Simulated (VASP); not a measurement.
# TiC (P1) in VASP: single point with PBE

Aim: the single point of TiC with PBE.

All numbers are computed with VASP 6.6.1; they aren't measurements. Logs are shortened: lines on timing, memory, paths and dates and some standing lists are left out, and cuts for length are marked.

## (1) The cell of the first run

The typed cell holds 8 atoms: a = 5.504 Å, b = 5.579 Å, c = 3.150 Å, α = 91.96°, β = 89.74°, γ = 70.75°.

## (2) Single point, PBE

INCAR reads:

```
  PREC = Accurate
  ENCUT = 520
  EDIFF = 1E-7
  ISMEAR = -1
  SIGMA = 0.1
  LREAL = F
  LASPH = T
  NELM = 80
  ALGO = Normal
  ISIF = 2
  LWAVE = F
  LCHARG = F
  GGA = PE
  NBANDS = 42
```

KPOINTS reads:

```
Automatic mesh
0
Gamma
  4 4 6
  0.5 0 0
```

POSCAR reads:

```
TiC
1.0
   -2.2365680000      2.2543420000      4.4956000000
    2.2240510000     -2.3575690000      4.5409550000
    2.1888750000      2.2645220000     -0.0289360000
Ti C
4 4
Direct
    0.0099940000      0.0123300000      0.0051900000
    0.9840110000      0.4999900000      0.5281570000
    0.5336430000      0.9968500000      0.5202580000
    0.5233040000      0.4963500000      0.0132350000
    0.2227650000      0.2407960000      0.0012850000
    0.2570140000      0.7757550000      0.4840490000
    0.7473100000      0.2389770000      0.5404200000
    0.7344870000      0.7576740000      0.0304710000
```

Potentials or basis: VASP PAW PBE potentials, release 64 (Ti_sv, C).

The run is started by

```sh
$ cat potpaw_PBE.64/Ti_sv/POTCAR potpaw_PBE.64/C/POTCAR > POTCAR
$ mpirun -np 1 vasp_std > vasp.out
```

OUTCAR:

```text
PREC = Accurate
   ENCUT = 520
   EDIFF = 1E-7
   ISMEAR = -1
   LREAL = F
   LASPH = T
   NELM = 80
   ISIF = 2
   GGA = PE

 ion  position               nearest neighbor table
   1  0.010  0.012  0.005-   5 2.00   7 2.18   6 2.20   6 2.22   7 2.27   8 2.40
   2  0.984  0.500  0.528-   5 2.23   8 2.23   7 2.25   5 2.27   8 2.30   6 2.49
   3  0.534  0.997  0.520-   8 2.06   7 2.06   8 2.19   6 2.25   5 2.32   5 2.47
   4  0.523  0.496  0.013-   7 2.11   8 2.14   6 2.26   7 2.31   6 2.46
   5  0.223  0.241  0.001-   1 2.00   2 2.23   2 2.27   3 2.32   3 2.47
   6  0.257  0.776  0.484-   1 2.20   1 2.22   3 2.25   4 2.26   4 2.46   2 2.49
   7  0.747  0.239  0.540-   3 2.06   4 2.11   1 2.18   2 2.25   1 2.27   4 2.31
   8  0.734  0.758  0.030-   3 2.06   4 2.14   3 2.19   2 2.23   2 2.30   1 2.40

  LATTYP: Found a triclinic cell.
 ALAT       =     6.3119639639
 B/A-ratio  =     0.4989911904
 C/A-ratio  =     0.8720048793
 COS(alpha) =     0.0045775305
 COS(beta)  =     0.2937316627
 COS(gamma) =     0.4687101715

  Lattice vectors:

 A1 = (   4.4129260000,  -0.0930470000,   4.5120190000)
 A2 = (   2.1888750000,   2.2645220000,  -0.0289360000)
 A3 = (  -2.2365680000,   2.2543420000,   4.4956000000)

Analysis of symmetry for initial positions (statically):
=====================================================================
 Subroutine PRICEL returns:
 Original cell was already a primitive cell.

 Routine SETGRP: Setting up the symmetry group for a
 triclinic supercell.

 Subroutine GETGRP returns: Found  1 space group operations
 (whereof  1 operations were pure point group operations)
 out of a pool of  2 trial point group operations.

The static configuration has the point symmetry C_1 .

Analysis of symmetry for dynamics (positions and initial velocities):
=====================================================================
 Subroutine PRICEL returns:
 Original cell was already a primitive cell.

 Routine SETGRP: Setting up the symmetry group for a
 triclinic supercell.

 Subroutine GETGRP returns: Found  1 space group operations
 (whereof  1 operations were pure point group operations)
 out of a pool of  2 trial point group operations.

The dynamic configuration has the point symmetry C_1 .

 Subroutine INISYM returns: Found  1 space group operations
 (whereof  1 operations are pure point group operations),
 and found     1 'primitive' translations

----------------------------------------------------------------------------------------

                                     Primitive cell

  volume of cell :      91.2395

  direct lattice vectors                    reciprocal lattice vectors
    -2.236568000  2.254342000  4.495600000    -0.111956762  0.109644868  0.111759066
     2.224051000 -2.357569000  4.540955000     0.112293709 -0.107142126  0.109593271
     2.188875000  2.264522000 -0.028936000     0.228361215  0.220897838  0.002839690

  length of vectors
     5.504063375  5.578961082  3.149614412     0.192474420  0.189999992  0.317730646

  position of ions in fractional coordinates (direct lattice)
     0.009994000  0.012330000  0.005190000
     0.984011000  0.499990000  0.528157000
     0.533643000  0.996850000  0.520258000
     0.523304000  0.496350000  0.013235000
     0.222765000  0.240796000  0.001285000
     0.257014000  0.775755000  0.484049000
     0.747310000  0.238977000  0.540420000
     0.734487000  0.757674000  0.030471000

  ion indices of the primitive-cell ions
   primitive index   ion index
                 1           1
                 2           2
                 3           3
                 4           4
                 5           5
                 6           6
                 7           7
                 8           8

----------------------------------------------------------------------------------------

 KPOINTS: Automatic mesh

Automatic generation of k-mesh.
 Grid dimensions read from file:
 generate k-points for:    4    4    6

 Generating k-lattice:

  Cartesian coordinates                     Fractional coordinates (reciprocal lattice)
    -0.027989190  0.027411217  0.027939767     0.250000000  0.000000000 -0.000000000
     0.028073427 -0.026785531  0.027398318    -0.000000000  0.250000000  0.000000000
     0.038060203  0.036816306  0.000473282    -0.000000000  0.000000000  0.166666667

  Length of vectors
     0.048118605  0.047499998  0.052955108

  Shift w.r.t. Gamma in fractional coordinates (k-lattice)
     0.500000000  0.000000000  0.000000000

 Subroutine IBZKPT returns following result:
 ===========================================

 Found     48 irreducible k-points:

 Following reciprocal coordinates:
            Coordinates               Weight
  0.125000  0.000000  0.000000      2.000000
  0.375000 -0.000000 -0.000000      2.000000
  0.125000  0.250000 -0.000000      2.000000
  0.375000  0.250000 -0.000000      2.000000
 -0.375000  0.250000 -0.000000      2.000000
 -0.125000  0.250000 -0.000000      2.000000
[... 16 lines left out ...]
 -0.375000 -0.250000  0.166667      2.000000
 -0.125000 -0.250000  0.166667      2.000000
 [... further k-points ...]
   k-points           NKPTS =     48   k-points in BZ     NKDIM =     48   number of bands    NBANDS=     42
   number of dos      NEDOS =    301   number of ions     NIONS =      8
   total plane-waves  NPLWV =  42336
   dimension x,y,z NGX =    42 NGY =   42 NGZ =   24
   dimension x,y,z NGXF=    84 NGYF=   84 NGZF=   48
   ions per type =               4   4
   NGX,Y,Z   is equivalent  to a cutoff of  12.69, 12.52, 12.67 a.u.
   NGXF,Y,Z  is equivalent  to a cutoff of  25.37, 25.03, 25.34 a.u.
 SYSTEM =  unknown system
   PREC   = accura    normal or accurate (medium, high low for compatibility)
   ISTART =      0    job   : 0-new  1-cont  2-samecut
   ICHARG =      2    charge: 1-file 2-atom 10-const
   ISPIN  =      1    spin polarized calculation?
   LNONCOLLINEAR =      F non collinear calculations
   LSORBIT =      F    spin-orbit coupling
   LASPH  =      T    aspherical Exc in radial PAW
   ENCUT  =  520.0 eV  38.22 Ry    6.18 a.u.  10.23 10.37  5.86*2*pi/ulx,y,z
   NELM   =     80;   NELMIN=  2; NELMDL= -5     # of ELM steps
   EDIFF  = 0.1E-06   stopping-criterion for ELM
   LREAL  =      F    real-space projection
   EDIFFG = 0.1E-05   stopping-criterion for IOM
   NSW    =      0    number of steps for IOM
   IBRION =     -1    ionic relax: 0-MD 1-quasi-New 2-CG
   NFREE  =      0    steps in history (QN), initial steepest desc. (CG)
   ISIF   =      2    stress and relaxation
   ISYM   =      2    0-nonsym 1-usesym 2-fastsym
   POTIM  = 0.5000    time-step for ionic-motion
   TEBEG  =    0.0;   TEEND  =   0.0 temperature during run
   PSTRESS=    0.0 pullay stress
   NELECT =      64.0000    total number of electrons
   NUPDOWN=      -1.0000    fix difference up-down
   EMIN   =  10.00;   EMAX   =-10.00  energy-range for DOS
   EFERMI =   0.00;   METHOD = LEGACY
   ISMEAR =    -1;   SIGMA  =   0.10  broadening in eV -4-tet -1-fermi 0-gaus
   EFERMI_NEDOS =   21; number of points for ismear=-14 and -15
   IALGO  =     38    algorithm
   IMIX   =      4    mixing-type and parameters
     AMIX     =   0.40;   BMIX     =  1.00
     AMIX_MAG =   1.60;   BMIX_MAG =  1.00
  volume/ion in A,a.u.               =      11.40        76.96
  Fermi-wavevector in a.u.,A,eV,Ry     =   1.454590  2.748777 28.787643  2.115832
  Thomas-Fermi vector in A             =   2.571723
   LORBIT       =      0    0 simple, 1 ext, 2 COOP (PROOUT), +10 PAW based schemes
   GGA     = PE    functional components
   LHFCALC =     F    Hartree Fock is set to
   AEXX    =    0.0000 exact exchange contribution
   IVDW    =     0    specifies the selected vdW correction
   LEPSILON=     F    determine dielectric tensor
   LRPA    =     F    only Hartree local field effects (RPA)
 non-spin polarized calculation
  energy-cutoff  :      520.00
  volume of cell :       91.24
 maximum number of plane-waves:      2471
 NGX is ok and might be reduce to    42
   NGX = 21   NGY = 21   NGZ = 11

 number of electron      63.9999995 magnetization

 Free energy of the ion-electron system (eV)
  ---------------------------------------------------
  ext. energy  EPLUGINS =         0.00000000
  ---------------------------------------------------
  free energy    TOTEN  =       -73.00379477 eV

  energy without entropy =      -72.95211606  energy(sigma->0) =      -72.97795541

 E-fermi :   8.1212     XC(G=0): -12.0813

 val. band max:        8.1116292616   @ k =   0.1250   0.0000   0.1667
 cond. band min:       8.1229596655   @ k =   0.3750   0.2500  -0.0000
 fundamental gap:      0.0113304038
 Fermi energy:         8.1212156626

 k-point     1 :       0.1250    0.0000    0.0000
  band No.  band energies     occupation
      1     -48.8978      2.00000
      2     -48.8503      2.00000
      3     -48.6627      2.00000
      4     -48.5103      2.00000
      5     -25.2769      2.00000
      6     -25.2148      2.00000
[... 34 lines left out ...]
     41      10.6838      0.00000
     42      10.7753      0.00000

 k-point     2 :       0.3750   -0.0000   -0.0000
  band No.  band energies     occupation
      1     -48.8940      2.00000
      2     -48.8539      2.00000
      3     -48.6618      2.00000
      4     -48.5115      2.00000
      5     -25.2284      2.00000
      6     -25.1917      2.00000
[... 34 lines left out ...]
     41      10.7892      0.00000
     42      11.0589      0.00000

 k-point     3 :       0.1250    0.2500   -0.0000
  band No.  band energies     occupation
      1     -48.8973      2.00000
      2     -48.8501      2.00000
      3     -48.6632      2.00000
      4     -48.5105      2.00000
      5     -25.2722      2.00000
      6     -25.1925      2.00000
[... 897 lines left out ...]
      4     -48.5076      2.00000
      5     -25.2292      2.00000
      6     -25.1730      2.00000
[... 34 lines left out ...]
     41      10.8262      0.00000
     42      11.2575      0.00000

 k-point    24 :      -0.1250   -0.2500    0.1667
  band No.  band energies     occupation
      1     -48.8914      2.00000
      2     -48.8480      2.00000
      3     -48.6587      2.00000
      4     -48.5068      2.00000
      5     -25.2577      2.00000
      6     -25.1805      2.00000
[... 34 lines left out ...]
     41      10.8909      0.00000
     42      11.2887      0.00000

 [... further k-points ...]

------------------------ aborting loop because EDIFF is reached ----------------------------------------

  FORCE on cell =-STRESS in cart. coord.  units (eV):
  Direction    XX          YY          ZZ          XY          YZ          ZX
  --------------------------------------------------------------------------------------
  -------------------------------------------------------------------------------------
  Total       -8.1672560    -12.0435821     -8.3306250      1.5573566      1.6727886      0.3059195
  in kB     -143.4181352   -211.4869525   -146.2869172     27.3473960     29.3743971      5.3719879
  external PRESSURE =    -167.0640016 kB  Pullay stress =       0.0000000 kB

 VOLUME and BASIS-vectors are now :
 -----------------------------------------------------------------------------
  energy-cutoff  :      520.00
  volume of cell :       91.24
      direct lattice vectors                 reciprocal lattice vectors
    -2.236568000  2.254342000  4.495600000    -0.111956762  0.109644868  0.111759066
     2.224051000 -2.357569000  4.540955000     0.112293709 -0.107142126  0.109593271
     2.188875000  2.264522000 -0.028936000     0.228361215  0.220897838  0.002839690

 POSITION                                       TOTAL-FORCE (eV/Angst)
 -----------------------------------------------------------------------------------
      0.01643      0.00521      0.10077        -0.827140      1.020159     -0.571973
      0.06727      2.23556      6.67887        -0.970071      0.719401      1.185893
      2.16230      0.03101      6.91064         1.457644     -1.104798     -2.331840
     -0.03753      0.03950      4.60609         1.946492     -1.277924     -1.263412
      0.04013     -0.06259      2.09487         0.325192      0.053384      2.276636
      2.21001     -0.15336      4.66409        -0.159231      1.180731     -1.163681
      0.04300      2.34508      4.42915        -0.240988     -1.046929      1.528051
      0.10907     -0.06148      6.74164        -1.531898      0.455977      0.340327
 -----------------------------------------------------------------------------------
    total drift:                                0.000157      0.000003      0.000137

  FREE ENERGIE OF THE ION-ELECTRON SYSTEM (eV)
  ---------------------------------------------------
  free  energy   TOTEN  =       -73.0037947672 eV

  energy  without entropy=      -72.9521160622  energy(sigma->0) =      -72.97795541
```

Run time: 5.9 min. Hardware: 1 thread of Intel Xeon 8259CL, shared host; peak memory 0.28 GiB.

What came out:

```
Free energy            : -73.0038 eV
Pressure               : -16.7 GPa
Largest force          : 2.964 eV/Å
Band gap on the k mesh : zero (bands 32 and 33 overlap by 0.32 eV)
```

Forces in eV/Å, atoms in the order of the input:
```
Ti  -0.827  1.020 -0.572
Ti  -0.970  0.719  1.186
Ti   1.458 -1.105 -2.332
Ti   1.946 -1.278 -1.263
C    0.325  0.053  2.277
C   -0.159  1.181 -1.164
C   -0.241 -1.047  1.528
C   -1.532  0.456  0.340
```

Caveat: the cell stands under tension; forces of over 1 eV/Å act on the atoms, so gaps and moduli don't describe the material at rest.
